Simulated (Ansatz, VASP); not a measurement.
**Ag in VASP and in Ansatz**

```
Ag
1.0
     4.84887    0.00000    0.00000
    -2.42444    4.19925    0.00000
     0.00000    0.00000    2.97257
Ag
3
Direct
  0.00000 0.00000 0.00000
  0.33333 0.66667 0.50000
  0.66667 0.33333 0.50000
```

Alike in both runs: task single point; functional PBEsol; k mesh 6 × 6 × 6; occupations gaussian, width 0.1 eV; no spin polarisation.

|  | VASP | Ansatz |
| --- | --- | --- |
| version | VASP 6.6.1 | Ansatz 0.2.0 |
| potentials or method | VASP PAW PBE potentials, release 64 (Ag), cutoff 520 eV | scalar-relativistic, plane waves, PAW |
| valence electrons in the cell | 33 | 57 |

Ansatz gave:

```
gap on the k mesh at the Fermi level (eV)                     : none
pressure (GPa)                                                : -11.4
traceless stress, the component that is largest in VASP (GPa) : -1.29
```

**Question.** Estimate VASP's values.

**Answer.** gap on the k mesh at the Fermi level (eV): none; pressure (GPa): -11.5; traceless stress, the component that is largest in VASP (GPa): -1.28.

VASP's potentials were made for PBE, not for PBEsol. A gap of «none» marks a metal or a gap that the smearing closes. The functional is the same, so the differences come from potentials, cutoffs and numerics. VASP's potentials hold 33 valence electrons a cell and Ansatz's 57, so a difference there can come from the potentials and not from the codes.
